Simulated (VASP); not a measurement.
# BeS (Fm-3m) in VASP: further runs, part 2 of 2

VASP 6.6.1.

### 4 Single point, PBE

This run uses another cell than the first one, of 12.24 Å³/atom, 0.987 times its volume.

INCAR reads:

```
SYSTEM = BeS
PREC = Accurate
ENCUT = 600
EDIFF = 1E-6
ISMEAR = 0
SIGMA = 0.1
LREAL = .False.
LASPH = .True.
NELM = 120
ALGO = Normal
ISIF = 2
LWAVE = .False.
LCHARG = .False.
GGA = PE
NBANDS = 11
GGA_COMPAT = .False.
```

KPOINTS reads:

```
Automatic mesh
0
Gamma
  6 6 6
  0 0 0
```

POSCAR reads:

```
BeS
1.0
    0.0000000000      2.3044302961      2.3044302961
    2.3044302961      0.0000000000      2.3044302961
    2.3044302961      2.3044302961      0.0000000000
Be S
1 1
Direct
    0.0000000000      0.0000000000      0.0000000000
    0.5000000000      0.5000000000      0.5000000000
```

Potentials or basis: VASP PAW PBE potentials, release 64 (Be, S).

Launch:

```
cat potpaw_PBE.64/Be/POTCAR potpaw_PBE.64/S/POTCAR > POTCAR
mpirun -np 1 vasp_std > vasp.out
```

OUTCAR:

```text
SYSTEM = BeS
   PREC = Accurate
   ENCUT = 600
   EDIFF = 1E-6
   ISMEAR = 0
   LREAL = .False.
   LASPH = .True.
   NELM = 120
   ISIF = 2
   GGA = PE

 ion  position               nearest neighbor table
   1  0.000  0.000  0.000-   2 2.30   2 2.30   2 2.30   2 2.30   2 2.30   2 2.30
   2  0.500  0.500  0.500-   1 2.30   1 2.30   1 2.30   1 2.30   1 2.30   1 2.30

  LATTYP: Found a face centered cubic cell.
 ALAT       =     4.6088605922

  Lattice vectors:

 A1 = (   0.0000000000,   2.3044302961,   2.3044302961)
 A2 = (   2.3044302961,   0.0000000000,   2.3044302961)
 A3 = (   2.3044302961,   2.3044302961,   0.0000000000)

Analysis of symmetry for initial positions (statically):
=====================================================================
 Subroutine PRICEL returns:
 Original cell was already a primitive cell.

 Routine SETGRP: Setting up the symmetry group for a
 face centered cubic supercell.

 Subroutine GETGRP returns: Found 48 space group operations
 (whereof 48 operations were pure point group operations)
 out of a pool of 48 trial point group operations.

The static configuration has the point symmetry O_h .

Analysis of symmetry for dynamics (positions and initial velocities):
[... 164 lines left out ...]
      5      12.2829      0.00000
      6      15.6159      0.00000
      7      15.6159      0.00000
      8      15.6159      0.00000
      9      16.4718      0.00000
     10      16.4718      0.00000
     11      16.4718      0.00000
[... 197 lines left out ...]
 k-point    16 :      -0.3333    0.5000    0.1667
  band No.  band energies     occupation
      1      -5.0068      2.00000
      2       0.5278      2.00000
      3       2.2167      2.00000
      4       2.9523      2.00000
      5       9.9616      0.00000
      6      13.7096      0.00000
      7      14.5136      0.00000
      8      18.5141      0.00000
      9      19.3582      0.00000
     10      21.5462      0.00000
     11      25.0151      0.00000

------------------------ aborting loop because EDIFF is reached ----------------------------------------

  FORCE on cell =-STRESS in cart. coord.  units (eV):
  Direction    XX          YY          ZZ          XY          YZ          ZX
  --------------------------------------------------------------------------------------
  -------------------------------------------------------------------------------------
  Total        0.2515410      0.2515410      0.2515410     -0.0000000      0.0000000      0.0000000
  in kB       16.4664020     16.4664020     16.4664020     -0.0000000      0.0000000      0.0000000
  external PRESSURE =      16.4664020 kB  Pullay stress =       0.0000000 kB

 VOLUME and BASIS-vectors are now :
 -----------------------------------------------------------------------------
  energy-cutoff  :      600.00
  volume of cell :       24.47
      direct lattice vectors                 reciprocal lattice vectors
     0.000000000  2.304430296  2.304430296    -0.216973367  0.216973367  0.216973367
     2.304430296  0.000000000  2.304430296     0.216973367 -0.216973367  0.216973367
     2.304430296  2.304430296  0.000000000     0.216973367  0.216973367 -0.216973367

 POSITION                                       TOTAL-FORCE (eV/Angst)
 -----------------------------------------------------------------------------------
      0.00000      0.00000      0.00000         0.000000      0.000000      0.000000
      2.30443      2.30443      2.30443        -0.000000     -0.000000     -0.000000
 -----------------------------------------------------------------------------------
    total drift:                                0.000000      0.000000      0.000000

  FREE ENERGIE OF THE ION-ELECTRON SYSTEM (eV)
  ---------------------------------------------------
  free  energy   TOTEN  =        -8.8772009490 eV

  energy  without entropy=       -8.8772009490  energy(sigma->0) =       -8.87720095
```

OSZICAR:

```text
N       E                     dE             d eps       ncg     rms          rms(c)
DAV:   1     0.223521792154E+02    0.22352E+02   -0.41853E+03   352   0.703E+02
DAV:   2    -0.754328746908E+01   -0.29895E+02   -0.28592E+02   477   0.124E+02
DAV:   3    -0.894453423462E+01   -0.14012E+01   -0.13968E+01   449   0.258E+01
DAV:   4    -0.895258680030E+01   -0.80526E-02   -0.80505E-02   474   0.219E+00
DAV:   5    -0.895263645063E+01   -0.49650E-04   -0.49648E-04   450   0.159E-01    0.649E+00
DAV:   6    -0.887793454070E+01    0.74702E-01   -0.17778E-01   408   0.177E+00    0.435E+00
DAV:   7    -0.887675581044E+01    0.11787E-02   -0.65868E-02   439   0.124E+00    0.160E+00
DAV:   8    -0.887720135247E+01   -0.44554E-03   -0.62245E-03   391   0.383E-01    0.268E-01
DAV:   9    -0.887718761211E+01    0.13740E-04   -0.15650E-04   415   0.810E-02    0.480E-02
DAV:  10    -0.887719994652E+01   -0.12334E-04   -0.18474E-05   424   0.253E-02    0.734E-03
DAV:  11    -0.887720096667E+01   -0.10201E-05   -0.46865E-06   408   0.119E-02    0.254E-03
DAV:  12    -0.887720094901E+01    0.17659E-07   -0.12584E-07   203   0.255E-03
   1 F= -.88772009E+01 E0= -.88772009E+01  d E =-.167343E-12
```

stdout:

```text
POSCAR found type information on POSCAR BeS
 POSCAR found :  2 types and       2 ions
 scaLAPACK will be used
 LDA part: xc-table for (Slater+PW92), standard interpolation
 POSCAR, INCAR and KPOINTS ok, starting setup
 FFT: planning ... GRIDC
 FFT: planning ... GRID_SOFT
 FFT: planning ... GRID
 WAVECAR not read
 entering main loop
```

It took 5.7 s on 1 thread of Intel Xeon Platinum 8259CL at 2.50GHz (Skylake/Cascade Lake), shared host; peak memory 0.14 GiB.

Results:

```yaml
Free_energy: -8.8772 eV
Pressure: 1.6 GPa
Band_gap_on_the_k_mesh: 0.99 eV, indirect (least direct gap 4.22 eV)
```

### 5 Single point, PBE

INCAR reads:

```
PREC = Accurate
ENCUT = 600
EDIFF = 1E-6
ISMEAR = 0
SIGMA = 0.02
LREAL = False
LASPH = True
NELM = 120
ALGO = Normal
ISIF = 2
LWAVE = False
LCHARG = False
GGA = PE
NBANDS = 11
GGA_COMPAT = False
```

KPOINTS reads:

```
Automatic mesh
0
Gamma
  10 10 10
```

POSCAR reads:

```
BeS
1.0
    0.0000000000      2.3146323766      2.3146323766
    2.3146323766      0.0000000000      2.3146323766
    2.3146323766      2.3146323766      0.0000000000
Be S
1 1
Direct
    0.0000000000      0.0000000000      0.0000000000
    0.5000000000      0.5000000000      0.5000000000
```

Potentials or basis: VASP PAW PBE potentials, release 64 (Be, S).

Launch:

```
cat potpaw_PBE.64/Be/POTCAR potpaw_PBE.64/S/POTCAR > POTCAR
mpirun -np 1 vasp_std > vasp.out
```

OUTCAR:

```text
PREC = Accurate
   ENCUT = 600
   EDIFF = 1E-6
   ISMEAR = 0
   LREAL = False
   LASPH = True
   NELM = 120
   ISIF = 2
   GGA = PE

 ion  position               nearest neighbor table
   1  0.000  0.000  0.000-   2 2.31   2 2.31   2 2.31   2 2.31   2 2.31   2 2.31
   2  0.500  0.500  0.500-   1 2.31   1 2.31   1 2.31   1 2.31   1 2.31   1 2.31

  LATTYP: Found a face centered cubic cell.
 ALAT       =     4.6292647532

  Lattice vectors:

 A1 = (   0.0000000000,   2.3146323766,   2.3146323766)
 A2 = (   2.3146323766,   0.0000000000,   2.3146323766)
 A3 = (   2.3146323766,   2.3146323766,   0.0000000000)

Analysis of symmetry for initial positions (statically):
=====================================================================
 Subroutine PRICEL returns:
 Original cell was already a primitive cell.

 Routine SETGRP: Setting up the symmetry group for a
 face centered cubic supercell.

 Subroutine GETGRP returns: Found 48 space group operations
 (whereof 48 operations were pure point group operations)
 out of a pool of 48 trial point group operations.

The static configuration has the point symmetry O_h .

Analysis of symmetry for dynamics (positions and initial velocities):
[... 174 lines left out ...]
      6      15.4644      0.00000
      7      15.4644      0.00000
      8      15.4644      0.00000
      9      16.2387      0.00000
     10      16.2387      0.00000
     11      16.2387      0.00000
[... 309 lines left out ...]
 k-point    24 :       0.4000    0.3000    0.0000
  band No.  band energies     occupation
      1      -6.2096      2.00000
      2       1.4178      2.00000
      3       3.5928      2.00000
      4       4.0039      2.00000
      5       8.6187      0.00000
      6      12.0741      0.00000
      7      16.3907      0.00000
      8      16.7690      0.00000
      9      18.4234      0.00000
     10      22.1892      0.00000
     11      23.7883      0.00000

 [... further k-points ...]

------------------------ aborting loop because EDIFF is reached ----------------------------------------

  FORCE on cell =-STRESS in cart. coord.  units (eV):
  Direction    XX          YY          ZZ          XY          YZ          ZX
  --------------------------------------------------------------------------------------
  -------------------------------------------------------------------------------------
  Total       -0.0074150     -0.0074150     -0.0074150      0.0000000      0.0000000      0.0000000
  in kB       -0.4790097     -0.4790097     -0.4790097      0.0000000      0.0000000      0.0000000
  external PRESSURE =      -0.4790097 kB  Pullay stress =       0.0000000 kB

 VOLUME and BASIS-vectors are now :
 -----------------------------------------------------------------------------
  energy-cutoff  :      600.00
  volume of cell :       24.80
      direct lattice vectors                 reciprocal lattice vectors
     0.000000000  2.314632377  2.314632377    -0.216017025  0.216017025  0.216017025
     2.314632377  0.000000000  2.314632377     0.216017025 -0.216017025  0.216017025
     2.314632377  2.314632377  0.000000000     0.216017025  0.216017025 -0.216017025

 POSITION                                       TOTAL-FORCE (eV/Angst)
 -----------------------------------------------------------------------------------
      0.00000      0.00000      0.00000        -0.000000     -0.000000     -0.000000
      2.31463      2.31463      2.31463         0.000000      0.000000      0.000000
 -----------------------------------------------------------------------------------
    total drift:                                0.000000      0.000000      0.000000

  FREE ENERGIE OF THE ION-ELECTRON SYSTEM (eV)
  ---------------------------------------------------
  free  energy   TOTEN  =        -8.8948999083 eV

  energy  without entropy=       -8.8948999083  energy(sigma->0) =       -8.89489991
```

stdout:

```text
POSCAR found type information on POSCAR BeS
 POSCAR found :  2 types and       2 ions
 scaLAPACK will be used
 LDA part: xc-table for (Slater+PW92), standard interpolation
 POSCAR, INCAR and KPOINTS ok, starting setup
 FFT: planning ... GRIDC
 FFT: planning ... GRID_SOFT
 FFT: planning ... GRID
 WAVECAR not read
 entering main loop
```

Run time: 12 s. Hardware: 1 thread of Intel Xeon Platinum 8259CL at 2.50GHz (Skylake/Cascade Lake), shared host; peak memory 0.15 GiB.

What came out:

* Free energy: -8.8949 eV
* Pressure: 0.0 GPa
* Band gap on the k mesh: 1.03 eV, indirect (least direct gap 4.17 eV)

Levels at points of the mesh, in eV from the valence-band top:
| k point | band 1 | band 2 | band 3 | band 4 | band 5 | band 6 | band 7 | band 8 | band 9 |
| --- | --- | --- | --- | --- | --- | --- | --- | --- | --- |
| (0.00, 0.00, 0.00) | -15.07 | -0.25 | -0.25 | -0.25 | 5.37 | 8.88 | 8.88 | 8.88 | 9.65 |
| (0.50, 0.00, 0.00) | -12.80 | -7.18 | -0.46 | -0.46 | 3.99 | 3.99 | 4.19 | 10.27 | 15.58 |
| (0.50, 0.50, 0.00) | -11.75 | -6.75 | -3.13 | -3.13 | 1.03 | 4.38 | 11.85 | 11.85 | 13.67 |

A k mesh can miss the band edges. PBE gaps usually lie below the measured ones, often by a third to a half.

### 6 Summary

```tsv
task	cell	k mesh	cutoff (eV)	smearing	gap on the mesh (eV)	pressure (GPa)
single point	a = 3.273 Å, angles 60.0°, 2 atoms	10 × 10 × 10	520	gaussian 0.02 eV	1.03	-0.1
relaxation of cell and atoms	relaxed from a = 3.259 Å, angles 60.0°, 2 atoms	10 × 10 × 10	600	gaussian 0.02 eV	1.03	0.0
single point	a = 3.259 Å, angles 60.0°, 2 atoms	6 × 6 × 6	600	gaussian 0.1 eV	0.99	1.6
single point	a = 3.273 Å, angles 60.0°, 2 atoms	10 × 10 × 10	600	gaussian 0.02 eV	1.03	0.0
```

Alike in all rows: level PBE; potentials or basis VASP PAW PBE potentials, release 64 (Be, S); no spin polarisation.

Total energies depend on the potentials used, so only differences within one code and one set of settings carry meaning.
